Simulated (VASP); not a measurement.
Here is a VASP 6.6.1 calculation.

File INCAR:

```
SYSTEM = SnTe
PREC = Accurate
ENCUT = 520
EDIFF = 1E-7
ISMEAR = -1
SIGMA = 0.08
LREAL = .FALSE.
LASPH = .TRUE.
NELM = 100
ALGO = Normal
ISIF = 2
LWAVE = .FALSE.
LCHARG = .TRUE.
LELF = .TRUE.
LVHAR = .TRUE.
NBANDS = 17
```

Contents of KPOINTS:

```
Automatic mesh
0
G
  11 11 11
  0 0 0
```

The input POSCAR:

```
SnTe
1.0
    0.0000000000      3.1825879599      3.1825879599
    3.1825879599      0.0000000000      3.1825879599
    3.1825879599      3.1825879599      0.0000000000
Sn Te
1 1
Direct
    0.0000000000      0.0000000000      0.0000000000
    0.5000000000      0.5000000000      0.5000000000
```

Potentials or basis: VASP PAW LDA potentials, release 64 (Sn_d, Te).

The run is started by

```sh
$ cat potpaw_LDA.64/Sn_d/POTCAR potpaw_LDA.64/Te/POTCAR > POTCAR
$ mpirun -np 1 vasp_std > vasp.out
```

Problem. Estimate the pressure.

Solution. -2.7 GPa.
